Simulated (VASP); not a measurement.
Here is a VASP 6.6.1 calculation.

The input INCAR:

```
ALGO = Normal ; EDIFF = 1E-6
EDIFFG = -0.005 ; ENCUT = 520
IBRION = 2 ; ISIF = 2
ISMEAR = 0 ; LASPH = True
LCHARG = False ; LREAL = False
LWAVE = False ; NELM = 60
NSW = 80 ; PREC = Accurate
SIGMA = 0.05
```

File KPOINTS:

```
k-points
0
Gamma
  12 12 12
```

File POSCAR:

```
Ge
1.0
    0.0000000000      2.7660500000      2.8641861538
    2.7660500000      0.0000000000      2.8641861538
    2.7660500000      2.7660500000      0.0000000000
Ge
2
Direct
    0.0000000000      0.0000000000      0.0000000000
    0.2500000000      0.2500000000      0.2500000000
```

Potentials or basis: VASP PAW LDA potentials, release 64 (Ge_d).

The run is started by

```bash
$ cat potpaw_LDA.64/Ge_d/POTCAR > POTCAR
$ mpirun -np 1 vasp_std > vasp.out
```

(1) What does it give for the band gap on the k mesh?

## Answers

(1) 0.05 eV.

Caveat: semilocal functionals underestimate gaps, and a narrow one can read as zero.
